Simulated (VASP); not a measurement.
Input of a VASP 6.6.1 run:

INCAR

```
SYSTEM = Pb2F5
PREC = Accurate
ENCUT = 520
EDIFF = 1E-6
ISMEAR = 0
SIGMA = 0.05
LREAL = .FALSE.
LASPH = .TRUE.
NELM = 100
ALGO = Normal
ISIF = 2
LWAVE = .FALSE.
LCHARG = .FALSE.
LDIPOL = .TRUE.
IDIPOL = 3
DIPOL = 0.5 0.5 0.500
GGA = PE
NBANDS = 76
```

The input KPOINTS:

```
Automatic mesh
0
G
  6 6 1
  0 0 0
```

The input POSCAR:

```
Pb2F5
1.0
    4.2427419540      0.0000000000      0.0000000000
    0.0000000000      4.2427419540      0.0000000000
    0.0000000000      0.0000000000     27.0002864260
F Pb
10 4
Direct
    0.5000000000      0.0000000000      0.2777748310
    0.0000000000      0.5000000000      0.2777748310
    0.0000000000      0.5000000000      0.3888874155
    0.5000000000      0.0000000000      0.3888874155
    0.5000000000      0.0000000000      0.5000000000
    0.0000000000      0.5000000000      0.5000000000
    0.0000000000      0.5000000000      0.6111125845
    0.5000000000      0.0000000000      0.6111125845
    0.5000000000      0.0000000000      0.7222251690
    0.0000000000      0.5000000000      0.7222251690
    0.5000000000      0.5000000000      0.3333311233
    0.0000000000      0.0000000000      0.4444437078
    0.5000000000      0.5000000000      0.5555562922
    0.0000000000      0.0000000000      0.6666688767
```

Potentials or basis: VASP PAW PBE potentials, release 64 (F, Pb_d).

Launch:

```sh
$ cat potpaw_PBE.64/F/POTCAR potpaw_PBE.64/Pb_d/POTCAR > POTCAR
$ mpirun -np 1 vasp_std > vasp.out
```

(1) Estimate the band gap on the k mesh.

(2) Estimate the largest force.

Results:

(1) zero (bands 63 and 64 overlap by 0.31 eV).

(2) 2.896 eV/Å.

Caveat: spin-orbit coupling is left out, which moves the levels of the heavy elements.
